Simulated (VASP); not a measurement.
# W4C in VASP: a series of runs

W4C is run at these levels: PBE; tasks: relaxation of the atoms.

Program: VASP 6.6.1. These are calculated values, not measurements. Logs are shortened: lines on timing, memory, paths and dates and some standing lists are left out, and cuts for length are marked.

## Step 1: The cell of the first run

The cell holds a slab with vacuum, 5 atoms: a = 2.855 Å, b = 4.037 Å, c = 19.457 Å, α = 90.00°, β = 90.00°, γ = 90.00°.

## Step 2: Relaxation of the atoms, PBE

Input file INCAR:

```
PREC = Accurate
ENCUT = 520
EDIFF = 1E-6
ISMEAR = 0
SIGMA = 0.1
LREAL = F
LASPH = T
NELM = 80
ALGO = Fast
ISIF = 2
LWAVE = F
LCHARG = F
LDIPOL = T
IDIPOL = 3
DIPOL = 0.5 0.5 0.341
GGA = PE
IBRION = 2
NSW = 36
EDIFFG = -0.025
```

Input file KPOINTS:

```
Automatic mesh
0
Gamma
  9 7 1
```

Input file POSCAR:

```
W4C
1.0
    2.8547213223      0.0000000000      0.0000000000
    0.0000000000      4.0371856107      0.0000000000
    0.0000000000      0.0000000000     19.4570327473
W C
4 1
Selective dynamics
Direct
    0.5000000000      0.5000000000      0.2055811928  F F F
    0.0000000000      0.0000000000      0.2789408195  F F F
    0.5000000000      0.5000000000      0.3513926690  F F F
    0.0000000000      0.0000000000      0.4089540708  F F F
    0.5000000000      0.3000000000      0.4593214630  F F T
```

Potentials or basis: VASP PAW PBE potentials, release 64 (W_sv, C).

Run with:

```sh
$ cat potpaw_PBE.64/W_sv/POTCAR potpaw_PBE.64/C/POTCAR > POTCAR
$ mpirun -np 1 vasp_std > vasp.out
```

OUTCAR:

```text
PREC = Accurate
   ENCUT = 520
   EDIFF = 1E-6
   ISMEAR = 0
   LREAL = F
   LASPH = T
   NELM = 80
   ISIF = 2
   GGA = PE
   IBRION = 2
   NSW = 36
   EDIFFG = -0.025

 ion  position               nearest neighbor table
   1  0.500  0.500  0.206-   3 2.84   2 2.85   2 2.85   2 2.85   2 2.85
   2  0.000  0.000  0.279-   4 2.53   3 2.85   3 2.85   3 2.85   3 2.85   1 2.85   1 2.85   1 2.85
                             1 2.85
   3  0.500  0.500  0.351-   5 2.25   4 2.71   4 2.71   4 2.71   4 2.71   1 2.84   2 2.85   2 2.85
                             2 2.85   2 2.85
   4  0.000  0.000  0.409-   5 2.11   5 2.11   2 2.53   3 2.71   3 2.71   3 2.71   3 2.71
   5  0.500  0.300  0.459-   4 2.11   4 2.11   3 2.25

  LATTYP: Found a simple orthorhombic cell.
 ALAT       =     2.8547213223
 B/A-ratio  =     1.4142135623
 C/A-ratio  =     6.8157380531

  Lattice vectors:

 A1 = (   2.8547213223,   0.0000000000,   0.0000000000)
 A2 = (   0.0000000000,   4.0371856107,   0.0000000000)
 A3 = (   0.0000000000,   0.0000000000,  19.4570327473)

Analysis of symmetry for initial positions (statically):
=====================================================================
 Subroutine PRICEL returns:
 Original cell was already a primitive cell.

 Routine SETGRP: Setting up the symmetry group for a
 simple orthorhombic supercell.

 Subroutine GETGRP returns: Found  2 space group operations
 (whereof  2 operations were pure point group operations)
 out of a pool of  8 trial point group operations.

The static configuration has the point symmetry C_1h.

Analysis of symmetry for dynamics (positions and initial velocities):
=====================================================================
 Subroutine PRICEL returns:
 Original cell was already a primitive cell.

 Routine SETGRP: Setting up the symmetry group for a
 simple orthorhombic supercell.

 Subroutine GETGRP returns: Found  2 space group operations
 (whereof  2 operations were pure point group operations)
 out of a pool of  8 trial point group operations.

The dynamic configuration has the point symmetry C_1h.

Analysis of constrained symmetry for selective dynamics:
=====================================================================
 Subroutine PRICEL returns:
 Original cell was already a primitive cell.

 Routine SETGRP: Setting up the symmetry group for a
 simple orthorhombic supercell.

 Subroutine GETGRP returns: Found  2 space group operations
 (whereof  2 operations were pure point group operations)
 out of a pool of  8 trial point group operations.

The constrained configuration has the point symmetry C_1h.

 Subroutine INISYM returns: Found  2 space group operations
 (whereof  2 operations are pure point group operations),
 and found     1 'primitive' translations

----------------------------------------------------------------------------------------

                                     Primitive cell

  volume of cell :     224.2431

  direct lattice vectors                    reciprocal lattice vectors
     2.854721322  0.000000000  0.000000000     0.350296890  0.000000000  0.000000000
     0.000000000  4.037185611  0.000000000     0.000000000  0.247697306  0.000000000
     0.000000000  0.000000000 19.457032747     0.000000000  0.000000000  0.051395298

  length of vectors
     2.854721322  4.037185611 19.457032747     0.350296890  0.247697306  0.051395298

  position of ions in fractional coordinates (direct lattice)
     0.500000000  0.500000000  0.205581193
     0.000000000  0.000000000  0.278940820
     0.500000000  0.500000000  0.351392669
     0.000000000  0.000000000  0.408954071
     0.500000000  0.300000000  0.459321463

  ion indices of the primitive-cell ions
   primitive index   ion index
                 1           1
                 2           2
                 3           3
                 4           4
                 5           5

----------------------------------------------------------------------------------------

 KPOINTS: Automatic mesh

Automatic generation of k-mesh.
 Grid dimensions read from file:
 generate k-points for:    9    7    1

 Generating k-lattice:

  Cartesian coordinates                     Fractional coordinates (reciprocal lattice)
     0.038921877  0.000000000  0.000000000     0.111111111  0.000000000  0.000000000
     0.000000000  0.035385329  0.000000000     0.000000000  0.142857143  0.000000000
     0.000000000  0.000000000  0.051395298     0.000000000  0.000000000  1.000000000

  Length of vectors
     0.038921877  0.035385329  0.051395298

  Shift w.r.t. Gamma in fractional coordinates (k-lattice)
     0.000000000  0.000000000  0.000000000

 Subroutine IBZKPT returns following result:
 ===========================================

 Found     20 irreducible k-points:

 Following reciprocal coordinates:
            Coordinates               Weight
  0.000000  0.000000  0.000000      1.000000
  0.111111  0.000000  0.000000      2.000000
  0.222222  0.000000  0.000000      2.000000
  0.333333  0.000000  0.000000      2.000000
  0.444444  0.000000  0.000000      2.000000
  0.000000  0.142857  0.000000      2.000000
[... 12 lines left out ...]
  0.333333  0.428571  0.000000      4.000000
  0.444444  0.428571  0.000000      4.000000
   k-points           NKPTS =     20   k-points in BZ     NKDIM =     20   number of bands    NBANDS=     36
   number of dos      NEDOS =    301   number of ions     NIONS =      5
   total plane-waves  NPLWV = 108000
   dimension x,y,z NGX =    24 NGY =   30 NGZ =  150
   dimension x,y,z NGXF=    48 NGYF=   60 NGZF=  300
   ions per type =               4   1
   NGX,Y,Z   is equivalent  to a cutoff of  13.98, 12.35, 12.82 a.u.
   NGXF,Y,Z  is equivalent  to a cutoff of  27.95, 24.71, 25.63 a.u.
 SYSTEM =  unknown system
   PREC   = accura    normal or accurate (medium, high low for compatibility)
   ISTART =      0    job   : 0-new  1-cont  2-samecut
   ICHARG =      2    charge: 1-file 2-atom 10-const
   ISPIN  =      1    spin polarized calculation?
   LNONCOLLINEAR =      F non collinear calculations
   LSORBIT =      F    spin-orbit coupling
   LASPH  =      T    aspherical Exc in radial PAW
   ENCUT  =  520.0 eV  38.22 Ry    6.18 a.u.   5.31  7.51 36.18*2*pi/ulx,y,z
   NELM   =     80;   NELMIN=  2; NELMDL= -5     # of ELM steps
   EDIFF  = 0.1E-05   stopping-criterion for ELM
   LREAL  =      F    real-space projection
   EDIFFG = -.3E-01   stopping-criterion for IOM
   NSW    =     36    number of steps for IOM
   IBRION =      2    ionic relax: 0-MD 1-quasi-New 2-CG
   NFREE  =      1    steps in history (QN), initial steepest desc. (CG)
   ISIF   =      2    stress and relaxation
   ISYM   =      2    0-nonsym 1-usesym 2-fastsym
   POTIM  = 0.5000    time-step for ionic-motion
   TEBEG  =    0.0;   TEEND  =   0.0 temperature during run
   PSTRESS=    0.0 pullay stress
   NELECT =      60.0000    total number of electrons
   NUPDOWN=      -1.0000    fix difference up-down
   EMIN   =  10.00;   EMAX   =-10.00  energy-range for DOS
   EFERMI =   0.00;   METHOD = LEGACY
   ISMEAR =     0;   SIGMA  =   0.10  broadening in eV -4-tet -1-fermi 0-gaus
   EFERMI_NEDOS =   21; number of points for ismear=-14 and -15
   IALGO  =     68    algorithm
   IMIX   =      4    mixing-type and parameters
     AMIX     =   0.40;   BMIX     =  1.00
     AMIX_MAG =   1.60;   BMIX_MAG =  1.00
  volume/ion in A,a.u.               =      44.85       302.65
  Fermi-wavevector in a.u.,A,eV,Ry     =   1.054918  1.993507 15.141284  1.112853
  Thomas-Fermi vector in A             =   2.190097
   LORBIT       =      0    0 simple, 1 ext, 2 COOP (PROOUT), +10 PAW based schemes
   GGA     = PE    functional components
   LHFCALC =     F    Hartree Fock is set to
   AEXX    =    0.0000 exact exchange contribution
   IVDW    =     0    specifies the selected vdW correction
   LEPSILON=     F    determine dielectric tensor
   LRPA    =     F    only Hartree local field effects (RPA)
 conjugate gradient relaxation of ions
 non-spin polarized calculation
 RMM-DIIS sequential band-by-band and
 Gauss-broadening in eV      SIGMA  =   0.10
  energy-cutoff  :      520.00
  volume of cell :      224.24
 maximum number of plane-waves:      6071
 NGX is ok and might be reduce to    24
   NGX = 11   NGY = 15   NGZ = 73

 dipolmoment           0.000000      0.000000     -0.527215 electrons x Angstroem

--------------------------------------- Ionic step        1  -------------------------------------------

 number of electron      59.9999989 magnetization

 Free energy of the ion-electron system (eV)
  ---------------------------------------------------
  ext. energy  EPLUGINS =         0.00000000
  ---------------------------------------------------
  free energy    TOTEN  =       -53.30810173 eV

  energy without entropy =      -53.28042491  energy(sigma->0) =      -53.29426332

------------------------ aborting loop because EDIFF is reached ----------------------------------------

  FORCE on cell =-STRESS in cart. coord.  units (eV):
  Direction    XX          YY          ZZ          XY          YZ          ZX
  --------------------------------------------------------------------------------------
  -------------------------------------------------------------------------------------
  Total       -0.3094720      0.2682400     -1.0290971      0.0000000     -3.5572755      0.0000000
  in kB       -2.2111232      1.9165273     -7.3527178      0.0000000    -25.4161072      0.0000000
  external PRESSURE =      -2.5491045 kB  Pullay stress =       0.0000000 kB
[... 143 lines left out ...]
--------------------------------------- Ionic step        5  -------------------------------------------

 number of electron      59.9999989 magnetization

 dipolmoment           0.000000      0.000000      0.057024 electrons x Angstroem

 Free energy of the ion-electron system (eV)
  ---------------------------------------------------
  ext. energy  EPLUGINS =         0.00000000
  ---------------------------------------------------
  free energy    TOTEN  =       -53.79555831 eV

  energy without entropy =      -53.77315226  energy(sigma->0) =      -53.78435529

 E-fermi :   0.2823     XC(G=0):  -5.2580

 val. band max:        0.2784225413   @ k =   0.2222   0.4286   0.0000
 cond. band min:       0.3098536449   @ k =   0.1111   0.4286   0.0000
 fundamental gap:      0.0314311036
 Fermi energy:         0.2822805514

 k-point     1 :       0.0000    0.0000    0.0000
  band No.  band energies     occupation
      1     -73.6425      2.00000
      2     -73.4753      2.00000
      3     -73.3281      2.00000
      4     -73.2564      2.00000
      5     -38.3360      2.00000
      6     -38.1241      2.00000
[... 769 lines left out ...]
     35       2.2397      0.00000
     36       3.1717      0.00000

------------------------ aborting loop because EDIFF is reached ----------------------------------------

 vacuum level on the upper side and lower side of the slab       (xc-potential included)         0.301        -0.585

  FORCE on cell =-STRESS in cart. coord.  units (eV):
  Direction    XX          YY          ZZ          XY          YZ          ZX
  --------------------------------------------------------------------------------------
  -------------------------------------------------------------------------------------
  Total        3.0681915      4.3168984      4.6488759      0.0000000     -3.4760785      0.0000000
  in kB       21.9216881     30.8434798     33.2154005      0.0000000    -24.8359692      0.0000000
  external PRESSURE =      28.6601894 kB  Pullay stress =       0.0000000 kB
[... 20 lines left out ...]
  FREE ENERGIE OF THE ION-ELECTRON SYSTEM (eV)
  ---------------------------------------------------
  free  energy   TOTEN  =       -53.7955583106 eV

  energy  without entropy=      -53.7731522643  energy(sigma->0) =      -53.78435529

 reached required accuracy - stopping structural energy minimisation

 vacuum level on the upper side and lower side of the slab         5.158         4.246
```

Wall time 13 min (1 thread of Oxide Virtual Turin-like, shared host); peak memory 0.37 GiB.

Results:

```
Free energy               : -53.7956 eV
Energy gained by relaxing : 97.5 meV/atom
Ionic steps               : 5
Band gap on the k mesh    : zero (bands 30 and 31 overlap by 0.28 eV)
```

Step by step:
| step | energy change (eV) | largest force on free atoms (eV/Å) | pressure (GPa) |
| --- | --- | --- | --- |
| 1 | 0.0000 | 3.0879 | -0.25 |
| 2 | -0.3744 | 1.7700 | 1.27 |
| 3 | -0.4874 | 0.0487 | 2.82 |
| 4 | -0.4874 | 0.0445 | 2.90 |
| 5 | -0.4875 | 0.0010 | 2.87 |

Final structure:
```
CELL_PARAMETERS angstrom
2.85472 0.00000 0.00000
0.00000 4.03719 0.00000
0.00000 0.00000 19.45703
ATOMIC_POSITIONS crystal
W 0.50000 0.50000 0.20558
W 0.00000 0.00000 0.27894
W 0.50000 0.50000 0.35139
W 0.00000 0.00000 0.40895
C 0.50000 0.30000 0.44543
```

Caveat: spin-orbit coupling is left out, which moves the levels of the heavy elements.

## Step 3: Relaxation of the atoms, PBE

Input file INCAR:

```
PREC     = Accurate       # precision mode
ENCUT    = 520            # plane-wave cutoff, eV
EDIFF    = 1E-7           # SCF threshold, eV
ISMEAR   = 0              # smearing method
SIGMA    = 0.1            # smearing width, eV
LREAL    = False          # projectors in reciprocal space
LASPH    = True           # aspherical terms in the spheres
NELM     = 80             # most SCF steps
ALGO     = Fast           # electronic algorithm
ISIF     = 2              # what is computed and relaxed
LWAVE    = False          # write WAVECAR
LCHARG   = False          # write CHGCAR
LDIPOL   = True         
IDIPOL   = 3            
DIPOL    = 0.5 0.5 0.348
GGA      = PE             # functional
IBRION   = 2              # ionic algorithm
NSW      = 36             # ionic steps
EDIFFG   = -0.025         # ionic threshold
```

KPOINTS is that of step 2.

Changes to POSCAR since step 2:

```diff
@@ -13,2 +13,2 @@
     0.0000000000      0.0000000000      0.4089540708  F F F
-    0.5000000000      0.3000000000      0.4593214630  F F T
+    0.3333333333      0.0000000000      0.4971692142  F F T
```

Potentials or basis: VASP PAW PBE potentials, release 64 (W_sv, C).

Run with:

```sh
$ cat potpaw_PBE.64/W_sv/POTCAR potpaw_PBE.64/C/POTCAR > POTCAR
$ mpirun -np 1 vasp_std > vasp.out
```

It took 20 min on 1 thread of Oxide Virtual Turin-like, shared host; peak memory 0.37 GiB.

The run converged. Its results:

```
Free energy               : -51.8293 eV
Energy gained by relaxing : 22.6 meV/atom
Ionic steps               : 3
Band gap on the k mesh    : zero (bands 30 and 31 overlap by 0.86 eV)
```

The path:
```tsv
step	energy change (eV)	largest force on free atoms (eV/Å)	pressure (GPa)
1	0.0000	1.7002	-1.23
2	-0.0995	0.6619	-0.41
3	-0.1132	0.0121	0.07
```

Final structure:
```
W C
1.0
     2.85472    0.00000    0.00000
     0.00000    4.03719    0.00000
     0.00000    0.00000   19.45703
W C
4 1
Direct
  0.50000 0.50000 0.20558
  0.00000 0.00000 0.27894
  0.50000 0.50000 0.35139
  0.00000 0.00000 0.40895
  0.33333 0.00000 0.49085
```

Levels at points of the mesh, in eV from the Fermi level:
```csv
k point,band 28,band 29,band 30,band 31,band 32,band 33
"(0.00, 0.00, 0.00)",-0.68,-0.64,-0.48,0.32,0.52,1.12
```

Caveat: spin-orbit coupling is left out, which moves the levels of the heavy elements.

## Step 4: Relaxation of the atoms, PBE

Input file INCAR:

```
SYSTEM = W4C
PREC = Accurate
ENCUT = 520
EDIFF = 1E-6
ISMEAR = 0
SIGMA = 0.1
LREAL = .FALSE.
LASPH = .TRUE.
NELM = 60
ALGO = Fast
ISIF = 2
LWAVE = .FALSE.
LCHARG = .FALSE.
LDIPOL = .TRUE.
IDIPOL = 3
DIPOL = 0.5 0.5 0.338
GGA = PE
IBRION = 2
NSW = 36
EDIFFG = -0.025
```

Input file KPOINTS:

```
Automatic mesh
0
G
  9 7 1
  0 0 0
```

Changes to POSCAR since step 3:

```diff
@@ -13,2 +13,2 @@
     0.0000000000      0.0000000000      0.4089540708  F F F
-    0.3333333333      0.0000000000      0.4971692142  F F T
+    0.3333333333      0.5000000000      0.4459586855  F F T
```

Run with:

```sh
$ cat potpaw_PBE.64/W_sv/POTCAR potpaw_PBE.64/C/POTCAR > POTCAR
$ mpirun -np 1 vasp_std > vasp.out
```

Run time: 11 min. Hardware: 1 thread of Oxide Virtual Turin-like, shared host; peak memory 0.37 GiB.

Results (log left out):

- Free energy: -53.0128 eV
- Energy gained by relaxing: 0.9 meV/atom
- Ionic steps: 2
- Band gap on the k mesh: zero (bands 30 and 31 overlap by 1.43 eV)

Step by step:
```
step  energy change (eV)  largest force on free atoms (eV/Å)  pressure (GPa)
   1              0.0000                              0.4481            0.69
   2             -0.0046                              0.0156            0.38
```

Final structure:
```xyz
5
Lattice="2.8547 0.0000 0.0000 0.0000 4.0372 0.0000 0.0000 0.0000 19.4570" Properties=species:S:1:pos:R:3 pbc="T T T"
W     1.4274    2.0186    4.0000
W     0.0000    0.0000    5.4274
W     1.4274    2.0186    6.8371
W     0.0000    0.0000    7.9570
C     0.9516    2.0186    8.6987
```

Levels at points of the mesh, in eV from the Fermi level:
```tsv
k point	band 28	band 29	band 30	band 31	band 32	band 33
(0.00, 0.00, 0.00)	-0.76	-0.31	-0.22	0.04	0.62	0.91
```

Caveat: spin-orbit coupling is left out, which moves the levels of the heavy elements.

## Step 5: The runs side by side

| cell | gap on the mesh (eV) |
| --- | --- |
| atoms relaxed, atomic positions A | none |
| atoms relaxed, atomic positions B | none |
| atoms relaxed, atomic positions C | none |

Alike in all rows: task relaxation of the atoms; level PBE; potentials or basis VASP PAW PBE potentials, release 64 (W_sv, C); no spin polarisation; k mesh 9 × 7 × 1; cutoff (eV) 520; smearing gaussian 0.1 eV.

Caveats: spin-orbit coupling is left out, which moves the levels of the heavy elements.

Absolute energies hang on the potentials; compare differences alone.

The gap in the log of VASP goes by the Fermi energy; the results here count the filled bands.